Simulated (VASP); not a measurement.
Set up this calculation in VASP 6.6.1, as the native input.

```yaml
Task: single point
Functional: LDA
Potentials_or_basis: VASP PAW LDA potentials, release 64 (La, Mg)
Cutoff: 520 eV
k_mesh: 5 × 5 × 5
Occupations: fermi-dirac, width 0.1 eV
Spin: no spin polarisation
Dipole_correction: no
Further_INCAR_settings: ALGO = Normal; EDIFF = 1e-06; NBANDS = 16
```

The structure of LaMg3 lies in POSCAR:

```
LaMg3
1.0
    4.8263130000      0.0000000000      0.0000000000
    0.0000000000      4.8263130000      0.0000000000
    0.0000000000      0.0000000000      4.8263130000
La Mg
1 3
Direct
    0.0000000000      0.0041439501      0.0000000000
    0.5000000000      0.5000000000      0.0000000000
    0.5000000000      0.0000000000      0.5000000000
    0.0000000000      0.5000000000      0.5000000000
```

The input as run:

INCAR

```
  PREC = Accurate
  ENCUT = 520
  EDIFF = 1E-6
  ISMEAR = -1
  SIGMA = 0.1
  LREAL = False
  LASPH = True
  NELM = 80
  ALGO = Normal
  ISIF = 2
  LWAVE = False
  LCHARG = True
  LELF = True
  LVHAR = True
  NBANDS = 16
```

KPOINTS

```
Automatic mesh
0
Gamma
  5 5 5
```

Potentials or basis: VASP PAW LDA potentials, release 64 (La, Mg).

Launch:

```console
$ cat potpaw_LDA.64/La/POTCAR potpaw_LDA.64/Mg/POTCAR > POTCAR
$ mpirun -np 1 vasp_std > vasp.out
```

It gave:

```
Pressure      : -2.5 GPa
Largest force : 0.090 eV/Å
```

It took 67 s on 1 thread of AMD EPYC 7R13 (shared host), peak memory 0.16 GiB.
